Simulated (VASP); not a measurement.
# B (P6/mmm) in VASP: a series of runs

B is run at these levels: PBE; tasks: single point, relaxation of cell and atoms.

All numbers are computed with VASP 6.6.1; they aren't measurements. Logs are shortened: lines on timing, memory, paths and dates and some standing lists are left out, and cuts for length are marked.

**1. The cell of the first run**

Symmetry: P6/mmm, No. 191, hexagonal system. The conventional cell has a = 1.702 Å, b = 1.702 Å, c = 3.250 Å, α = 90.00°, β = 90.00°, γ = 120.00°. Within 2.3 Å of B (site symmetry 6/mmm) lie 6 B at 1.70 Å.

**2. Single point, PBE**

Input file INCAR:

```
  ALGO = Normal
  EDIFF = 1E-7
  ENCUT = 520
  GGA = PE
  ISIF = 2
  ISMEAR = -1
  LASPH = T
  LCHARG = T
  LELF = T
  LREAL = F
  LVHAR = T
  LWAVE = F
  NBANDS = 8
  NELM = 100
  PREC = Accurate
  SIGMA = 0.08
```

Input file KPOINTS:

```
k-points
0
Gamma
  22 22 20
```

Input file POSCAR:

```
B
1.0
    1.7016040889      0.0000000000      0.0000000000
   -0.8508020444      1.4736323681      0.0000000000
    0.0000000000      0.0000000000      3.2496292989
B
1
Direct
    0.0000000000      0.0000000000      0.0000000000
```

Potentials or basis: VASP PAW PBE potentials, release 64 (B).

Launch:

```sh
$ cat potpaw_PBE.64/B/POTCAR > POTCAR
$ mpirun -np 1 vasp_std > vasp.out
```

OUTCAR:

```text
EDIFF = 1E-7
   ENCUT = 520
   GGA = PE
   ISIF = 2
   ISMEAR = -1
   LASPH = T
   LREAL = F
   NELM = 100
   PREC = Accurate

 ion  position               nearest neighbor table
   1  0.000  0.000  0.000-

  LATTYP: Found a hexagonal cell.
 ALAT       =     1.7016040889
 C/A-ratio  =     1.9097446463

  Lattice vectors:

 A1 = (   1.7016040889,   0.0000000000,   0.0000000000)
 A2 = (  -0.8508020444,   1.4736323681,   0.0000000000)
 A3 = (   0.0000000000,   0.0000000000,   3.2496292989)

Analysis of symmetry for initial positions (statically):
=====================================================================
 Subroutine PRICEL returns:
 Original cell was already a primitive cell.

 Routine SETGRP: Setting up the symmetry group for a
 hexagonal supercell.

 Subroutine GETGRP returns: Found 24 space group operations
 (whereof 24 operations were pure point group operations)
 out of a pool of 24 trial point group operations.

The static configuration has the point symmetry D_6h.

Analysis of symmetry for dynamics (positions and initial velocities):
=====================================================================
 Subroutine PRICEL returns:
 Original cell was already a primitive cell.

 Routine SETGRP: Setting up the symmetry group for a
 hexagonal supercell.

 Subroutine GETGRP returns: Found 24 space group operations
 (whereof 24 operations were pure point group operations)
 out of a pool of 24 trial point group operations.

The dynamic configuration has the point symmetry D_6h.

 Subroutine INISYM returns: Found 24 space group operations
 (whereof 24 operations are pure point group operations),
 and found     1 'primitive' translations

----------------------------------------------------------------------------------------

                                     Primitive cell

  volume of cell :       8.1486

  direct lattice vectors                    reciprocal lattice vectors
     1.701604089  0.000000000  0.000000000     0.587680769  0.339297650  0.000000000
    -0.850802044  1.473632368  0.000000000     0.000000000  0.678595301  0.000000000
     0.000000000  0.000000000  3.249629299     0.000000000  0.000000000  0.307727408

  length of vectors
     1.701604089  1.701604089  3.249629299     0.678595301  0.678595301  0.307727408

  position of ions in fractional coordinates (direct lattice)
     0.000000000  0.000000000  0.000000000

  ion indices of the primitive-cell ions
   primitive index   ion index
                 1           1

----------------------------------------------------------------------------------------

 KPOINTS: k-points

Automatic generation of k-mesh.
 Grid dimensions read from file:
 generate k-points for:   22   22   20

 Generating k-lattice:

  Cartesian coordinates                     Fractional coordinates (reciprocal lattice)
     0.026712762  0.015422620  0.000000000     0.045454545  0.000000000  0.000000000
     0.000000000  0.030845241  0.000000000     0.000000000  0.045454545  0.000000000
     0.000000000  0.000000000  0.015386370     0.000000000  0.000000000  0.050000000

  Length of vectors
     0.030845241  0.030845241  0.015386370

  Shift w.r.t. Gamma in fractional coordinates (k-lattice)
     0.000000000  0.000000000  0.000000000

 Subroutine IBZKPT returns following result:
 ===========================================

 Found    572 irreducible k-points:

 Following reciprocal coordinates:
            Coordinates               Weight
  0.000000  0.000000  0.000000      1.000000
  0.045455  0.000000  0.000000      6.000000
  0.090909  0.000000  0.000000      6.000000
  0.136364  0.000000  0.000000      6.000000
  0.181818  0.000000  0.000000      6.000000
  0.227273 -0.000000  0.000000      6.000000
[... 16 lines left out ...]
  0.090909  0.090909  0.000000      6.000000
  0.136364  0.090909  0.000000     12.000000
 [... further k-points ...]
   k-points           NKPTS =    572   k-points in BZ     NKDIM =    572   number of bands    NBANDS=      8
   number of dos      NEDOS =    301   number of ions     NIONS =      1
   total plane-waves  NPLWV =   4704
   dimension x,y,z NGX =    14 NGY =   14 NGZ =   24
   dimension x,y,z NGXF=    28 NGYF=   28 NGZF=   48
   ions per type =               1
   NGX,Y,Z   is equivalent  to a cutoff of  13.68, 13.68, 12.28 a.u.
   NGXF,Y,Z  is equivalent  to a cutoff of  27.36, 27.36, 24.56 a.u.
 SYSTEM =  unknown system
   PREC   = accura    normal or accurate (medium, high low for compatibility)
   ISTART =      0    job   : 0-new  1-cont  2-samecut
   ICHARG =      2    charge: 1-file 2-atom 10-const
   ISPIN  =      1    spin polarized calculation?
   LNONCOLLINEAR =      F non collinear calculations
   LSORBIT =      F    spin-orbit coupling
   LASPH  =      T    aspherical Exc in radial PAW
   ENCUT  =  520.0 eV  38.22 Ry    6.18 a.u.   3.16  3.16  6.04*2*pi/ulx,y,z
   NELM   =    100;   NELMIN=  2; NELMDL= -5     # of ELM steps
   EDIFF  = 0.1E-06   stopping-criterion for ELM
   LREAL  =      F    real-space projection
   EDIFFG = 0.1E-05   stopping-criterion for IOM
   NSW    =      0    number of steps for IOM
   IBRION =     -1    ionic relax: 0-MD 1-quasi-New 2-CG
   NFREE  =      0    steps in history (QN), initial steepest desc. (CG)
   ISIF   =      2    stress and relaxation
   ISYM   =      2    0-nonsym 1-usesym 2-fastsym
   POTIM  = 0.5000    time-step for ionic-motion
   TEBEG  =    0.0;   TEEND  =   0.0 temperature during run
   PSTRESS=    0.0 pullay stress
   NELECT =       3.0000    total number of electrons
   NUPDOWN=      -1.0000    fix difference up-down
   EMIN   =  10.00;   EMAX   =-10.00  energy-range for DOS
   EFERMI =   0.00;   METHOD = LEGACY
   ISMEAR =    -1;   SIGMA  =   0.08  broadening in eV -4-tet -1-fermi 0-gaus
   EFERMI_NEDOS =   21; number of points for ismear=-14 and -15
   IALGO  =     38    algorithm
   IMIX   =      4    mixing-type and parameters
     AMIX     =   0.40;   BMIX     =  1.00
     AMIX_MAG =   1.60;   BMIX_MAG =  1.00
  volume/ion in A,a.u.               =       8.15        54.99
  Fermi-wavevector in a.u.,A,eV,Ry     =   1.173333  2.217279 18.731293  1.376711
  Thomas-Fermi vector in A             =   2.309748
   LORBIT       =      0    0 simple, 1 ext, 2 COOP (PROOUT), +10 PAW based schemes
   GGA     = PE    functional components
[... 5 lines left out ...]
 non-spin polarized calculation
  energy-cutoff  :      520.00
  volume of cell :        8.15
 maximum number of plane-waves:       240
 NGX is ok and might be reduce to    14
   NGX =  7   NGY =  7   NGZ = 13

 number of electron       3.0000000 magnetization

 Free energy of the ion-electron system (eV)
  ---------------------------------------------------
  ext. energy  EPLUGINS =         0.00000000
  ---------------------------------------------------
  free energy    TOTEN  =        -5.97609496 eV

  energy without entropy =       -5.97173413  energy(sigma->0) =       -5.97391455

 E-fermi :   6.3151     XC(G=0): -10.8335

 val. band max:        6.3056157376   @ k =   0.3636   0.2273   0.3500
 cond. band min:       6.3222157411   @ k =   0.1818   0.1818   0.1000
 fundamental gap:      0.0166000035
 Fermi energy:         6.3150989123

 k-point     1 :       0.0000    0.0000    0.0000
  band No.  band energies     occupation
      1     -11.0949      2.00000
      2       0.3851      2.00000
      3       9.5792      0.00000
      4      31.3425      0.00000
      5      31.3425      0.00000
      6      39.9137      0.00000
      7      46.7693      0.00000
      8      52.5013      0.00000

 k-point     2 :       0.0455    0.0000    0.0000
  band No.  band energies     occupation
      1     -10.9975      2.00000
      2       0.5204      2.00000
      3       9.6879      0.00000
      4      30.8914      0.00000
      5      31.0297      0.00000
      6      39.9645      0.00000
      7      47.0179      0.00000
      8      50.1532      0.00000

 k-point     3 :       0.0909    0.0000    0.0000
  band No.  band energies     occupation
      1     -10.7058      2.00000
      2       0.9260      2.00000
      3      10.0117      0.00000
      4      29.5697      0.00000
      5      30.1891      0.00000
      6      40.0831      0.00000
      7      46.7620      0.00000
      8      48.3068      0.00000

 k-point     4 :       0.1364    0.0000    0.0000
  band No.  band energies     occupation
      1     -10.2216      2.00000
      2       1.5999      2.00000
      3      10.5423      0.00000
      4      27.5034      0.00000
      5      29.0318      0.00000
      6      40.1348      0.00000
      7      44.7630      0.00000
      8      49.3820      0.00000

 k-point     5 :       0.1818    0.0000    0.0000
  band No.  band energies     occupation
      1      -9.5488      2.00000
      2       2.5386      2.00000
      3      11.2558      0.00000
      4      24.9439      0.00000
      5      27.7557      0.00000
      6      39.7552      0.00000
      7      43.3262      0.00000
      8      50.0368      0.00000
[... 177 lines left out ...]
 k-point    22 :       0.4545    0.0455    0.0000
  band No.  band energies     occupation
      1      -2.5601      2.00000
      2       7.4085      0.00000
      3      13.0394      0.00000
      4      21.7342      0.00000
      5      22.4888      0.00000
      6      24.3983      0.00000
      7      28.1231      0.00000
      8      42.0510      0.00000

 k-point    23 :       0.0909    0.0909    0.0000
  band No.  band energies     occupation
      1      -9.9317      2.00000
      2       2.0030      2.00000
      3      10.8598      0.00000
      4      27.0515      0.00000
      5      27.5324      0.00000
      6      40.0928      0.00000
      7      45.0602      0.00000
      8      49.0650      0.00000

 k-point    24 :       0.1364    0.0909    0.0000
  band No.  band energies     occupation
      1      -9.2596      2.00000
      2       2.9392      2.00000
      3      11.5739      0.00000
      4      24.5174      0.00000
      5      26.3020      0.00000
      6      39.5964      0.00000
      7      44.3954      0.00000
      8      50.2824      0.00000

 [... further k-points ...]
[... 5 lines left out ...]
  --------------------------------------------------------------------------------------
  -------------------------------------------------------------------------------------
  Total        0.2976182      0.2976182      0.2952957      0.0000000     -0.0000000     -0.0000000
  in kB       58.5178769     58.5178769     58.0612189      0.0000000     -0.0000000     -0.0000000
  external PRESSURE =      58.3656576 kB  Pullay stress =       0.0000000 kB

 VOLUME and BASIS-vectors are now :
 -----------------------------------------------------------------------------
  energy-cutoff  :      520.00
  volume of cell :        8.15
      direct lattice vectors                 reciprocal lattice vectors
     1.701604089  0.000000000  0.000000000     0.587680769  0.339297650  0.000000000
    -0.850802044  1.473632368  0.000000000     0.000000000  0.678595301  0.000000000
     0.000000000  0.000000000  3.249629299     0.000000000  0.000000000  0.307727408

 POSITION                                       TOTAL-FORCE (eV/Angst)
 -----------------------------------------------------------------------------------
      0.00000      0.00000      0.00000        -0.000000      0.000000      0.000000
 -----------------------------------------------------------------------------------
    total drift:                                0.000000      0.000000      0.000000

  FREE ENERGIE OF THE ION-ELECTRON SYSTEM (eV)
  ---------------------------------------------------
  free  energy   TOTEN  =        -5.9760949634 eV

  energy  without entropy=       -5.9717341294  energy(sigma->0) =       -5.97391455
```

Run time: 33 s. Hardware: 1 thread of AMD EPYC 7R43 (Zen 3), shared host; peak memory 0.1 GiB.

Results:

| Item | Value |
| --- | --- |
| Free energy | -5.9761 eV |
| Pressure | 5.8 GPa |

**3. Single point, PBE**

Input file INCAR:

```
SYSTEM = B
ALGO     = Normal         ! electronic algorithm
EDIFF    = 1E-6           ! SCF threshold, eV
ENCUT    = 520            ! plane-wave cutoff, eV
GGA      = PE             ! functional
ISIF     = 2              ! what is computed and relaxed
ISMEAR   = -1             ! smearing method
LASPH    = .True.         ! aspherical terms in the spheres
LCHARG   = .False.        ! write CHGCAR
LREAL    = .False.        ! projectors in reciprocal space
LWAVE    = .False.        ! write WAVECAR
NBANDS   = 8              ! bands
NELM     = 100            ! most SCF steps
PREC     = Accurate       ! precision mode
SIGMA    = 0.08           ! smearing width, eV
```

Input file KPOINTS:

```
k-points
0
Gamma
  22 22 20
  0 0 0
```

Input file POSCAR:

```
B
1.0
    1.7014685607      0.0000000000      0.0000000000
   -0.8507342803      1.4735149973      0.0000000000
    0.0000000000      0.0000000000      3.2498900462
B
1
Direct
    0.0000000000      0.0000000000      0.0000000000
```

Potentials or basis: VASP PAW PBE potentials, release 64 (B).

Launch:

```sh
$ cat potpaw_PBE.64/B/POTCAR > POTCAR
$ mpirun -np 1 vasp_std > vasp.out
```

It took 29 s on 1 thread of AMD EPYC 7R43 (Zen 3), shared host; peak memory 0.1 GiB.

The run converged. Its results:

- Free energy: -5.9761 eV
- Pressure: 5.9 GPa

Stress tensor (GPa, compression positive):
```
5.93 0.00 0.00
0.00 5.93 0.00
0.00 0.00 5.79
```

Levels at points of the mesh, in eV from the Fermi level:
```tsv
k point	band 1	band 2	band 3	band 4	band 5	band 6	band 7
(0.00, 0.00, 0.00)	-17.41	-5.93	3.26	25.03	25.03	33.59	40.45
(0.50, 0.00, 0.00)	-8.87	0.96	6.86	15.79	16.22	18.44	20.68
(0.00, 0.00, 0.50)	-16.69	-9.23	12.34	18.29	25.06	25.06	46.49
(0.50, 0.00, 0.50)	-8.68	1.88	4.80	10.78	16.28	26.05	31.36
```

**4. Relaxation of cell and atoms, PBE, target pressure 5.9 GPa, at which the enthalpy is minimised**

This run uses another cell than the first one, of 5.99 Å³/atom, 0.734 times its volume.

Input file INCAR:

```
PREC = Accurate ; ENCUT = 600
EDIFF = 1E-6 ; ISMEAR = -1
SIGMA = 0.08 ; LREAL = F
LASPH = T ; NELM = 100
ALGO = Normal ; ISIF = 3
LWAVE = F ; LCHARG = F
GGA = PE ; IBRION = 2
NSW = 60 ; EDIFFG = -0.005
PSTRESS = 59.0
```

Input file KPOINTS:

```
regular mesh
0
Gamma
  22 22 20
```

Input file POSCAR:

```
B
1.0
    1.9444822288      0.0000000000      0.0000000000
   -0.9722411144      1.6839710073      0.0000000000
    0.0000000000      0.0000000000      1.8278132950
B
1
Direct
    0.0000000000      0.0000000000      0.0000000000
```

Launch:

```sh
$ cat potpaw_PBE.64/B/POTCAR > POTCAR
$ mpirun -np 1 vasp_std > vasp.out
```

It took 79 s on 1 thread of AMD EPYC 9R45 (Zen 5), shared host; peak memory 0.1 GiB.

Results (log left out):

* Free energy: -5.9206 eV
* Relaxed volume: 7.69 Å³/atom
* Relaxed cell: a = 1.702 Å, b = 1.702 Å, c = 3.066 Å, α = 90.00°, β = 90.00°, γ = 120.00°
* Space group after relaxing (to 0.05 Å): P6/mmm (No. 191)
* Energy change on relaxing (the enthalpy is what falls): -510.3 meV/atom
* Ionic steps: 27
* Pressure after relaxing: 5.9 GPa

Step by step:
```tsv
step	energy change (eV)	largest force (eV/Å)	pressure (GPa)	volume (Å³)
1	0.0000	0.0000	21.71	5.99
2	-0.1724	0.0000	-4.28	6.48
3	-0.1928	0.0000	-8.59	6.63
4	-0.2074	0.0000	-13.91	6.92
5	-0.2255	0.0000	22.89	6.23
6	-0.2414	0.0000	10.59	6.43
7	-0.2418	0.0000	10.02	6.44
8	-0.2518	0.0000	9.60	6.51
9	-0.3097	0.0000	9.02	6.72
10	-0.4569	0.0000	15.90	7.05
11	-0.0443	0.0000	66.46	7.42
12	-0.4668	0.0000	20.72	7.12
13	-0.4667	0.0000	21.95	7.13
14	-0.4695	0.0000	21.80	7.17
15	-0.4752	0.0000	21.46	7.28
16	-0.4795	0.0000	20.09	7.31
17	-0.4910	0.0000	16.13	7.41
18	-0.5068	0.0000	8.78	7.61
19	-0.5106	0.0000	5.99	7.70
20	-0.5109	0.0000	5.74	7.71
21	-0.5109	0.0000	5.72	7.70
22	-0.5108	0.0000	5.79	7.70
23	-0.5106	0.0000	5.91	7.69
24	-0.5101	0.0000	6.14	7.68
25	-0.5103	0.0000	6.03	7.69
26	-0.5103	0.0000	6.00	7.69
27	-0.5103	0.0000	5.94	7.69
```

Final structure:
```
B
1.0
     1.70157    0.00000    0.00000
    -0.85078    1.47360    0.00000
     0.00000    0.00000    3.06569
B
1
Cartesian
  0.0000 0.0000 0.0000
```

Levels at points of the mesh, in eV from the Fermi level:
| k point | band 1 | band 2 | band 3 | band 4 | band 5 |
| --- | --- | --- | --- | --- | --- |
| (0.00, 0.00, 0.00) | -17.62 | -5.36 | 3.91 | 24.98 | 24.98 |
| (0.50, 0.00, 0.00) | -8.96 | 0.71 | 7.25 | 16.16 | 18.76 |
| (0.00, 0.00, 0.50) | -16.58 | -9.62 | 14.57 | 21.12 | 25.07 |
| (0.50, 0.00, 0.50) | -8.65 | 2.03 | 4.43 | 10.38 | 16.27 |

Caveat: the cell is relaxed towards a set pressure, so the enthalpy falls and the energy may rise; the volume moved by over 15 % at a fixed basis, so the end points are rough.

**5. The runs side by side**

| task | cell | cutoff (eV) | gap on the mesh (eV) | pressure (GPa) |
| --- | --- | --- | --- | --- |
| single point | a = 1.702, b = 1.702, c = 3.250 Å, angles 90.0, 90.0, 120.0°, 1 atom | 520 | none | 5.8 |
| single point | a = 1.701, b = 1.701, c = 3.250 Å, angles 90.0, 90.0, 120.0°, 1 atom | 520 | none | 5.9 |
| relaxation of cell and atoms | relaxed to 5.9 GPa from a = 1.944, b = 1.944, c = 1.828 Å, angles 90.0, 90.0, 120.0°, 1 atom | 600 | none | 5.9 |

Alike in all rows: level PBE; potentials or basis VASP PAW PBE potentials, release 64 (B); no spin polarisation; k mesh 22 × 22 × 20; smearing fermi-dirac 0.08 eV.

Caveats: the cell is relaxed towards a set pressure, so the enthalpy falls and the energy may rise (some runs); the volume moved by over 15 % at a fixed basis, so the end points are rough (some runs).

Total energies depend on the potentials used, so only differences within one code and one set of settings carry meaning.
